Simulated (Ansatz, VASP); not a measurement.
Al in VASP and in Ansatz

Contents of INCAR:

```
  PREC = Accurate
  ENCUT = 520
  EDIFF = 1E-6
  ISMEAR = 0
  SIGMA = 0.15
  LREAL = F
  LASPH = T
  NELM = 60
  ALGO = Fast
  ISIF = 2
  LWAVE = F
  LCHARG = F
  GGA = PE
  NBANDS = 10
```

Contents of KPOINTS:

```
regular mesh
0
Gamma
  20 20 12
```

Contents of POSCAR:

```
Al
1.0
   -1.6175102401      1.6175102401      1.6175102401
    1.6175102401     -1.6175102401      1.6175102401
    3.2350204801      3.2350204801      0.0000000000
Al
2
Direct
    0.0244371059     -0.0244371059      0.0000000000
    0.4755628941      0.5244371059      0.5000000000
```

Input for Ansatz:

```yaml
crystal:
  lattice:
    - [-1.6175102401, 1.6175102401, 1.6175102401]
    - [1.6175102401, -1.6175102401, 1.6175102401]
    - [3.2350204801, 3.2350204801, 0.0]
  atoms:
    - { symbol: Al, position: [0.0244371059, -0.0244371059, 0.0] }
    - { symbol: Al, position: [0.4755628941, 0.5244371059, 0.5] }
basis:
  ecutwfc: 420
kpoints:
  mp_grid: { grid: [20, 20, 12] }
hamiltonian:
  xc: pbe
scf:
  occupations: { method: gaussian, width: 0.15 }
output:
  forces: true
  stress: true
  eigenvalues: true
  write_density: true
  write_potential: true
  elf: true
  volumetric_format: npy
```

Change from the starting cell: mode 1 frozen in at -0.112 Å and mode 5 at +0.000 Å (largest displacements).

Alike in both runs: task single point; functional PBE; k mesh 20 × 20 × 12; occupations gaussian, width 0.15 eV; no spin polarisation.

```csv
,VASP,Ansatz
version,VASP 6.6.1,Ansatz 0.2.0
potentials or method,"VASP PAW PBE potentials, release 64 (Al), cutoff 520 eV","scalar-relativistic, plane waves, PAW"
valence electrons in the cell,6,6
```

```tsv
	VASP	Ansatz	Ansatz less VASP
gap on the k mesh at the Fermi level (eV)	none	none	-
pressure (GPa)	-0.1	-0.1	+0.02
traceless stress, the component that is largest in VASP (GPa)	-0.42	-0.42	0.000
rms of the force components (eV/Å)	0.064	0.064	0.0000
```

Atom by atom the forces differ by 0.000 eV/Å (rms over components). A gap of «none» marks a metal or a gap that the smearing closes.
